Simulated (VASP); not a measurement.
**Ir2Ru: single point with PBE**

Ir2Ru:

```
Ru Ir
1.0
     2.74179    0.00000    0.00000
    -1.37089    2.37446    0.00000
     0.00000    0.00000   13.15848
Ru Ir
2 4
Cartesian
  0.0000 1.5830 9.8689
  1.3709 0.7915 3.2896
  0.0000 1.5830 1.1303
  0.0000 1.5830 5.4489
  1.3709 0.7915 12.0281
  1.3709 0.7915 7.7096
```

```yaml
Program: VASP 6.6.1
Task: single point
Functional: PBE
Potentials_or_basis: VASP PAW PBE potentials, release 64 (Ru_pv, Ir)
Cutoff: 520 eV
k_mesh: 18 × 18 × 4
Occupations: gaussian, width 0.1 eV
Spin: no spin polarisation
Dipole_correction: no
Further_INCAR_settings: ALGO = Fast; EDIFF = 1e-06; NBANDS = 41
```

```
Pressure               : 0.3 GPa
Largest force          : 0.020 eV/Å
Band gap on the k mesh : zero (bands 32 and 33 overlap by 2.65 eV)
```

Forces on the atoms (eV/Å):
```
Ru   0.000  0.000  0.000
Ru   0.000  0.000  0.000
Ir   0.000  0.000  0.020
Ir   0.000  0.000 -0.020
Ir   0.000  0.000 -0.020
Ir   0.000  0.000  0.020
```

Levels at points of the mesh, in eV from the Fermi level:
| k point | band 29 | band 30 | band 31 | band 32 | band 33 | band 34 |
| --- | --- | --- | --- | --- | --- | --- |
| (0.00, 0.00, 0.00) | -2.64 | -2.12 | -2.12 | -0.98 | -0.98 | -0.94 |
| (0.50, 0.00, 0.00) | 0.64 | 0.77 | 0.92 | 0.96 | 1.02 | 1.23 |
| (0.00, 0.00, 0.50) | -1.73 | -1.73 | -1.73 | -1.73 | -1.10 | -1.10 |
| (0.50, 0.00, 0.50) | 0.56 | 0.56 | 0.94 | 0.94 | 1.01 | 1.01 |

Wall time 7.5 min on 1 thread of Intel(R) Xeon(R) Platinum 8259CL CPU @ 2.50GHz (Skylake/Cascade Lake), on a shared host, peak memory 0.42 GiB.

Caveat: spin-orbit coupling is left out, which moves the levels of the heavy elements.
